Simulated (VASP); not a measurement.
# Fe2O (antifluorite type) (Fm-3m) in VASP: a series of runs

Fe2O (antifluorite type) is run at these levels: PBE; tasks: single point.

All numbers are computed with VASP 6.6.1; they aren't measurements. Logs are shortened: lines on timing, memory, paths and dates and some standing lists are left out, and cuts for length are marked.

### 1 The cell of the first run

Symmetry: Fm-3m, No. 225, cubic system. Conventional cell: a = 4.833 Å, b = 4.833 Å, c = 4.833 Å, α = 90.00°, β = 90.00°, γ = 90.00°. Fe (site symmetry -43m) has 4 O at 2.09 Å and 6 Fe at 2.42 Å within 2.8 Å. O (site symmetry m-3m) has 8 Fe at 2.09 Å within 2.8 Å.

### 2 Single point, PBE

INCAR

```
SYSTEM = Fe2O
PREC = Accurate
ENCUT = 520
EDIFF = 1E-6
ISMEAR = -1
SIGMA = 0.06122561905347299
LREAL = .False.
LASPH = .True.
NELM = 80
ALGO = Normal
ISIF = 2
LWAVE = .False.
LCHARG = .False.
GGA = PE
NBANDS = 18
```

KPOINTS

```
regular mesh
0
Gamma
  19 19 19
  0 0 0
```

POSCAR

```
Fe2O
1.0
    0.0000000000      2.4163857598      2.4163857598
    2.4163857598      0.0000000000      2.4163857598
    2.4163857598      2.4163857598      0.0000000000
Fe O
2 1
Direct
    0.2500000000      0.2500000000      0.2500000000
    0.7500000000      0.7500000000      0.7500000000
    0.0000000000      0.0000000000      0.0000000000
```

Potentials or basis: VASP PAW PBE potentials, release 64 (Fe, O).

Run with:

```
> cat potpaw_PBE.64/Fe/POTCAR potpaw_PBE.64/O/POTCAR > POTCAR
> mpirun -np 1 vasp_std > vasp.out
```

OUTCAR:

```text
SYSTEM = Fe2O
   PREC = Accurate
   ENCUT = 520
   EDIFF = 1E-6
   ISMEAR = -1
   LREAL = .False.
   LASPH = .True.
   NELM = 80
   ISIF = 2
   GGA = PE

 ion  position               nearest neighbor table
   1  0.250  0.250  0.250-   3 2.09   3 2.09   3 2.09   3 2.09   2 2.42   2 2.42   2 2.42   2 2.42
                             2 2.42   2 2.42
   2  0.750  0.750  0.750-   3 2.09   3 2.09   3 2.09   3 2.09   1 2.42   1 2.42   1 2.42   1 2.42
                             1 2.42   1 2.42
   3  0.000  0.000  0.000-   2 2.09   2 2.09   2 2.09   1 2.09   2 2.09   1 2.09   1 2.09   1 2.09

  LATTYP: Found a face centered cubic cell.
 ALAT       =     4.8327715196

  Lattice vectors:

 A1 = (   0.0000000000,   2.4163857598,   2.4163857598)
 A2 = (   2.4163857598,   0.0000000000,   2.4163857598)
 A3 = (   2.4163857598,   2.4163857598,   0.0000000000)

Analysis of symmetry for initial positions (statically):
=====================================================================
 Subroutine PRICEL returns:
 Original cell was already a primitive cell.

 Routine SETGRP: Setting up the symmetry group for a
 face centered cubic supercell.

 Subroutine GETGRP returns: Found 48 space group operations
 (whereof 48 operations were pure point group operations)
 out of a pool of 48 trial point group operations.

The static configuration has the point symmetry O_h .

Analysis of symmetry for dynamics (positions and initial velocities):
=====================================================================
 Subroutine PRICEL returns:
 Original cell was already a primitive cell.

 Routine SETGRP: Setting up the symmetry group for a
 face centered cubic supercell.

 Subroutine GETGRP returns: Found 48 space group operations
 (whereof 48 operations were pure point group operations)
 out of a pool of 48 trial point group operations.

The dynamic configuration has the point symmetry O_h .

 Subroutine INISYM returns: Found 48 space group operations
 (whereof 48 operations are pure point group operations),
 and found     1 'primitive' translations

----------------------------------------------------------------------------------------

                                     Primitive cell

  volume of cell :      28.2182

  direct lattice vectors                    reciprocal lattice vectors
     0.000000000  2.416385760  2.416385760    -0.206920604  0.206920604  0.206920604
     2.416385760  0.000000000  2.416385760     0.206920604 -0.206920604  0.206920604
     2.416385760  2.416385760  0.000000000     0.206920604  0.206920604 -0.206920604

  length of vectors
     3.417285513  3.417285513  3.417285513     0.358396999  0.358396999  0.358396999

  position of ions in fractional coordinates (direct lattice)
     0.250000000  0.250000000  0.250000000
     0.750000000  0.750000000  0.750000000
     0.000000000  0.000000000  0.000000000

  ion indices of the primitive-cell ions
   primitive index   ion index
                 1           1
                 2           2
                 3           3

----------------------------------------------------------------------------------------

 KPOINTS: regular mesh

Automatic generation of k-mesh.
 Grid dimensions read from file:
 generate k-points for:   19   19   19

 Generating k-lattice:

  Cartesian coordinates                     Fractional coordinates (reciprocal lattice)
    -0.010890558  0.010890558  0.010890558     0.052631579  0.000000000  0.000000000
     0.010890558 -0.010890558  0.010890558     0.000000000  0.052631579  0.000000000
     0.010890558  0.010890558 -0.010890558     0.000000000  0.000000000  0.052631579

  Length of vectors
     0.018863000  0.018863000  0.018863000

  Shift w.r.t. Gamma in fractional coordinates (k-lattice)
     0.000000000  0.000000000  0.000000000

 Subroutine IBZKPT returns following result:
 ===========================================

 Found    220 irreducible k-points:

 Following reciprocal coordinates:
            Coordinates               Weight
  0.000000  0.000000  0.000000      1.000000
  0.052632  0.000000  0.000000      8.000000
  0.105263  0.000000  0.000000      8.000000
  0.157895  0.000000  0.000000      8.000000
  0.210526  0.000000  0.000000      8.000000
  0.263158  0.000000  0.000000      8.000000
[... 16 lines left out ...]
 -0.315789  0.052632  0.000000     24.000000
 -0.263158  0.052632  0.000000     24.000000
 [... further k-points ...]
   k-points           NKPTS =    220   k-points in BZ     NKDIM =    220   number of bands    NBANDS=     18
   number of dos      NEDOS =    301   number of ions     NIONS =      3
   total plane-waves  NPLWV =  21952
   dimension x,y,z NGX =    28 NGY =   28 NGZ =   28
   dimension x,y,z NGXF=    56 NGYF=   56 NGZF=   56
   ions per type =               2   1
   NGX,Y,Z   is equivalent  to a cutoff of  13.62, 13.62, 13.62 a.u.
   NGXF,Y,Z  is equivalent  to a cutoff of  27.24, 27.24, 27.24 a.u.
 SYSTEM =  Fe2O
   PREC   = accura    normal or accurate (medium, high low for compatibility)
   ISTART =      0    job   : 0-new  1-cont  2-samecut
   ICHARG =      2    charge: 1-file 2-atom 10-const
   ISPIN  =      1    spin polarized calculation?
   LNONCOLLINEAR =      F non collinear calculations
   LSORBIT =      F    spin-orbit coupling
   LASPH  =      T    aspherical Exc in radial PAW
   ENCUT  =  520.0 eV  38.22 Ry    6.18 a.u.   6.35  6.35  6.35*2*pi/ulx,y,z
   NELM   =     80;   NELMIN=  2; NELMDL= -5     # of ELM steps
   EDIFF  = 0.1E-05   stopping-criterion for ELM
   LREAL  =      F    real-space projection
   EDIFFG = 0.1E-04   stopping-criterion for IOM
   NSW    =      0    number of steps for IOM
   IBRION =     -1    ionic relax: 0-MD 1-quasi-New 2-CG
   NFREE  =      0    steps in history (QN), initial steepest desc. (CG)
   ISIF   =      2    stress and relaxation
   ISYM   =      2    0-nonsym 1-usesym 2-fastsym
   POTIM  = 0.5000    time-step for ionic-motion
   TEBEG  =    0.0;   TEEND  =   0.0 temperature during run
   PSTRESS=    0.0 pullay stress
   NELECT =      22.0000    total number of electrons
   NUPDOWN=      -1.0000    fix difference up-down
   EMIN   =  10.00;   EMAX   =-10.00  energy-range for DOS
   EFERMI =   0.00;   METHOD = LEGACY
   ISMEAR =    -1;   SIGMA  =   0.06  broadening in eV -4-tet -1-fermi 0-gaus
   EFERMI_NEDOS =   21; number of points for ismear=-14 and -15
   IALGO  =     38    algorithm
   IMIX   =      4    mixing-type and parameters
     AMIX     =   0.40;   BMIX     =  1.00
     AMIX_MAG =   1.60;   BMIX_MAG =  1.00
  volume/ion in A,a.u.               =       9.41        63.48
  Fermi-wavevector in a.u.,A,eV,Ry     =   1.506744  2.847333 30.888999  2.270277
  Thomas-Fermi vector in A             =   2.617421
   LORBIT       =      0    0 simple, 1 ext, 2 COOP (PROOUT), +10 PAW based schemes
   GGA     = PE    functional components
   LHFCALC =     F    Hartree Fock is set to
   AEXX    =    0.0000 exact exchange contribution
   IVDW    =     0    specifies the selected vdW correction
   LEPSILON=     F    determine dielectric tensor
   LRPA    =     F    only Hartree local field effects (RPA)
 non-spin polarized calculation
  energy-cutoff  :      520.00
  volume of cell :       28.22
 maximum number of plane-waves:       772
 NGX is ok and might be reduce to    28
   NGX = 13   NGY = 13   NGZ = 13

 number of electron      22.0000009 magnetization

 Free energy of the ion-electron system (eV)
  ---------------------------------------------------
  ext. energy  EPLUGINS =         0.00000000
  ---------------------------------------------------
  free energy    TOTEN  =       -19.77701988 eV

  energy without entropy =      -19.70423224  energy(sigma->0) =      -19.74062606

 E-fermi :   7.2075     XC(G=0): -13.1621

 val. band max:        7.2062848909   @ k =  -0.2632   0.4737   0.2105
 cond. band min:       7.2134503711   @ k =   0.2632   0.2105   0.0526
 fundamental gap:      0.0071654802
 Fermi energy:         7.2075190153

 k-point     1 :       0.0000    0.0000    0.0000
  band No.  band energies     occupation
      1     -14.6248      2.00000
      2      -0.7974      2.00000
      3      -0.7974      2.00000
      4      -0.7974      2.00000
      5       3.6744      2.00000
      6       3.6744      2.00000
[... 10 lines left out ...]
     17      16.6998      0.00000
     18      16.6998      0.00000

 k-point     2 :       0.0526    0.0000    0.0000
  band No.  band energies     occupation
      1     -14.6135      2.00000
      2      -0.8463      2.00000
      3      -0.7854      2.00000
      4      -0.7854      2.00000
      5       3.6962      2.00000
      6       3.6962      2.00000
[... 10 lines left out ...]
     17      16.7737      0.00000
     18      16.7737      0.00000

 k-point     3 :       0.1053    0.0000    0.0000
  band No.  band energies     occupation
      1     -14.5809      2.00000
      2      -0.9733      2.00000
      3      -0.7506      2.00000
      4      -0.7506      2.00000
      5       3.7619      2.00000
      6       3.7619      2.00000
[... 10 lines left out ...]
     17      16.9790      0.00000
     18      16.9790      0.00000

 k-point     4 :       0.1579    0.0000    0.0000
  band No.  band energies     occupation
      1     -14.5307      2.00000
      2      -1.1359      2.00000
      3      -0.6963      2.00000
      4      -0.6963      2.00000
      5       3.8717      2.00000
      6       3.8717      2.00000
[... 375 lines left out ...]
      4      -0.3952      2.00000
      5       4.6864      2.00000
      6       4.9058      2.00000
[... 10 lines left out ...]
     17      17.5963      0.00000
     18      18.3864      0.00000

 k-point    23 :      -0.3158    0.0526    0.0000
  band No.  band energies     occupation
      1     -14.3064      2.00000
      2      -1.5363      2.00000
      3      -0.4602      2.00000
      4      -0.4459      2.00000
      5       4.4501      2.00000
      6       4.6287      2.00000
[... 10 lines left out ...]
     17      17.4338      0.00000
     18      18.4851      0.00000

 k-point    24 :      -0.2632    0.0526    0.0000
  band No.  band energies     occupation
      1     -14.3700      2.00000
      2      -1.4640      2.00000
      3      -0.5347      2.00000
      4      -0.5096      2.00000
      5       4.2283      2.00000
      6       4.3737      2.00000
[... 10 lines left out ...]
     17      17.2340      0.00000
     18      18.4637      0.00000

 [... further k-points ...]
[... 5 lines left out ...]
  --------------------------------------------------------------------------------------
  -------------------------------------------------------------------------------------
  Total        1.6994940      1.6994940      1.6994940     -0.0000000     -0.0000000      0.0000000
  in kB       96.4942459     96.4942459     96.4942459     -0.0000000     -0.0000000      0.0000000
  external PRESSURE =      96.4942459 kB  Pullay stress =       0.0000000 kB

 VOLUME and BASIS-vectors are now :
 -----------------------------------------------------------------------------
  energy-cutoff  :      520.00
  volume of cell :       28.22
      direct lattice vectors                 reciprocal lattice vectors
     0.000000000  2.416385760  2.416385760    -0.206920604  0.206920604  0.206920604
     2.416385760  0.000000000  2.416385760     0.206920604 -0.206920604  0.206920604
     2.416385760  2.416385760  0.000000000     0.206920604  0.206920604 -0.206920604

 POSITION                                       TOTAL-FORCE (eV/Angst)
 -----------------------------------------------------------------------------------
      1.20819      1.20819      1.20819        -0.000000     -0.000000     -0.000000
      3.62458      3.62458      3.62458         0.000000      0.000000      0.000000
      0.00000      0.00000      0.00000         0.000000     -0.000000      0.000000
 -----------------------------------------------------------------------------------
    total drift:                                0.000000      0.000000      0.000000

  FREE ENERGIE OF THE ION-ELECTRON SYSTEM (eV)
  ---------------------------------------------------
  free  energy   TOTEN  =       -19.7770198830 eV

  energy  without entropy=      -19.7042322423  energy(sigma->0) =      -19.74062606
```

Wall time 1.8 min (1 thread of Intel Xeon 6975P-C, shared host); peak memory 0.24 GiB.

Results:

| Quantity | Value |
| --- | --- |
| Free energy | -19.7770 eV |
| Pressure | 9.6 GPa |
| Band gap on the k mesh | zero (band 11 reaches 7.97 eV, above the bottom of band 12 at 6.86 eV) |

Levels at points of the mesh, in eV from the Fermi level:
```
           k point  band 7  band 8  band 9  band 10  band 11  band 12  band 13  band 14  band 15  band 16
(0.00, 0.00, 0.00)   -3.28    0.43    0.43     0.43     0.43     0.43     0.43     1.43     1.43     9.49
```

Caveat: the run has no spin polarisation, though such a crystal can be magnetic.

### 3 Single point, PBE

This run uses another cell than the first one, of 9.60 Å³/atom, 1.021 times its volume.

INCAR

```
  PREC = Accurate
  ENCUT = 520
  EDIFF = 1E-6
  ISMEAR = -1
  SIGMA = 0.06122561905347299
  LREAL = F
  LASPH = T
  NELM = 60
  ALGO = Normal
  ISIF = 2
  LWAVE = F
  LCHARG = F
  GGA = PE
  NBANDS = 18
```

KPOINTS

```
regular mesh
0
Gamma
  19 19 19
```

POSCAR

```
Fe2O
1.0
    0.0000000000      2.4330510158      2.4330510158
    2.4330510158      0.0000000000      2.4330510158
    2.4330510158      2.4330510158      0.0000000000
Fe O
2 1
Direct
    0.2500000000      0.2500000000      0.2500000000
    0.7500000000      0.7500000000      0.7500000000
    0.0000000000      0.0000000000      0.0000000000
```

Potentials or basis: VASP PAW PBE potentials, release 64 (Fe, O).

Run with:

```
> cat potpaw_PBE.64/Fe/POTCAR potpaw_PBE.64/O/POTCAR > POTCAR
> mpirun -np 1 vasp_std > vasp.out
```

Wall time 1.7 min (1 thread of Intel Xeon 6975P-C, shared host); peak memory 0.24 GiB.

It converged, with:

| Item | Value |
| --- | --- |
| Free energy | -19.8039 eV |
| Pressure | 4.8 GPa |
| Band gap on the k mesh | zero (band 11 reaches 7.69 eV, above the bottom of band 12 at 6.62 eV) |

Levels at points of the mesh, in eV from the Fermi level:
| k point | band 7 | band 8 | band 9 | band 10 | band 11 | band 12 | band 13 | band 14 | band 15 | band 16 |
| --- | --- | --- | --- | --- | --- | --- | --- | --- | --- | --- |
| (0.00, 0.00, 0.00) | -3.28 | 0.42 | 0.42 | 0.42 | 0.42 | 0.42 | 0.42 | 1.39 | 1.39 | 9.36 |

Caveat: the run has no spin polarisation, though such a crystal can be magnetic. Spin polarisation is off, so any magnetic state and its effect on volume and gap are missing.

### 4 Single point, PBE

This run uses another cell than the first one, of 9.80 Å³/atom, 1.042 times its volume.

INCAR

```
PREC = Accurate ; ENCUT = 520
EDIFF = 1E-6 ; ISMEAR = -1
SIGMA = 0.06122561905347299 ; LREAL = False
LASPH = True ; NELM = 100
ALGO = Normal ; ISIF = 2
LWAVE = False ; LCHARG = False
GGA = PE ; NBANDS = 18
```

KPOINTS

```
Automatic mesh
0
Gamma
  19 19 19
```

POSCAR

```
Fe2O
1.0
    0.0000000000      2.4494910484      2.4494910484
    2.4494910484      0.0000000000      2.4494910484
    2.4494910484      2.4494910484      0.0000000000
Fe O
2 1
Direct
    0.2500000000      0.2500000000      0.2500000000
    0.7500000000      0.7500000000      0.7500000000
    0.0000000000      0.0000000000      0.0000000000
```

Run with:

```
> cat potpaw_PBE.64/Fe/POTCAR potpaw_PBE.64/O/POTCAR > POTCAR
> mpirun -np 1 vasp_std > vasp.out
```

It took 2.1 min on 1 thread of Intel Xeon 6975P-C, shared host; peak memory 0.24 GiB.

The run converged. Its results:

* Free energy: -19.8139 eV
* Pressure: 0.4 GPa
* Band gap on the k mesh: zero (band 11 reaches 7.43 eV, above the bottom of band 12 at 6.39 eV)

Levels at points of the mesh, in eV from the Fermi level:
```tsv
k point	band 9	band 10	band 11	band 12	band 13	band 14
(0.00, 0.00, 0.00)	0.41	0.41	0.41	0.41	0.41	1.35
```

Caveat: the run has no spin polarisation, though such a crystal can be magnetic. Spin polarisation is off, so any magnetic state and its effect on volume and gap are missing.

### 5 Single point, PBE

This run uses another cell than the first one, of 9.99 Å³/atom, 1.062 times its volume.

INCAR

```
SYSTEM = Fe2O
PREC = Accurate
ENCUT = 520
EDIFF = 1E-7
ISMEAR = -1
SIGMA = 0.06122561905347299
LREAL = .FALSE.
LASPH = .TRUE.
NELM = 80
ALGO = Normal
ISIF = 2
LWAVE = .FALSE.
LCHARG = .FALSE.
GGA = PE
NBANDS = 18
```

KPOINTS

```
regular mesh
0
G
  19 19 19
  0 0 0
```

POSCAR

```
Fe2O
1.0
    0.0000000000      2.4657133161      2.4657133161
    2.4657133161      0.0000000000      2.4657133161
    2.4657133161      2.4657133161      0.0000000000
Fe O
2 1
Direct
    0.2500000000      0.2500000000      0.2500000000
    0.7500000000      0.7500000000      0.7500000000
    0.0000000000      0.0000000000      0.0000000000
```

Run with:

```
> cat potpaw_PBE.64/Fe/POTCAR potpaw_PBE.64/O/POTCAR > POTCAR
> mpirun -np 1 vasp_std > vasp.out
```

It took 2 min on 1 thread of Intel Xeon 6975P-C, shared host; peak memory 0.25 GiB.

The run converged. Its results:

* Free energy: -19.8087 eV
* Pressure: -3.5 GPa
* Band gap on the k mesh: zero (band 11 reaches 7.18 eV, above the bottom of band 12 at 6.16 eV)

Levels at points of the mesh, in eV from the Fermi level:
```
           k point  band 9  band 10  band 11  band 12  band 13  band 14
(0.00, 0.00, 0.00)    0.40     0.40     0.40     0.40     0.40     1.32
```

Caveat: the run has no spin polarisation, though such a crystal can be magnetic. With open d or f shells a metallic result of PBE can be an artefact of self-interaction; +U or a hybrid may open a gap.

### 6 Summary

| cell | gap on the mesh (eV) | pressure (GPa) |
| --- | --- | --- |
| a = 3.417 Å, angles 60.0°, 3 atoms | none | 9.6 |
| a = 3.441 Å, angles 60.0°, 3 atoms | none | 4.8 |
| a = 3.464 Å, angles 60.0°, 3 atoms | none | 0.4 |
| a = 3.487 Å, angles 60.0°, 3 atoms | none | -3.5 |

Alike in all rows: task single point; level PBE; potentials or basis VASP PAW PBE potentials, release 64 (Fe, O); no spin polarisation; k mesh 19 × 19 × 19; cutoff (eV) 520; smearing fermi-dirac 0.0612256 eV.

Caveats: the run has no spin polarisation, though such a crystal can be magnetic.

Absolute energies hang on the potentials; compare differences alone.
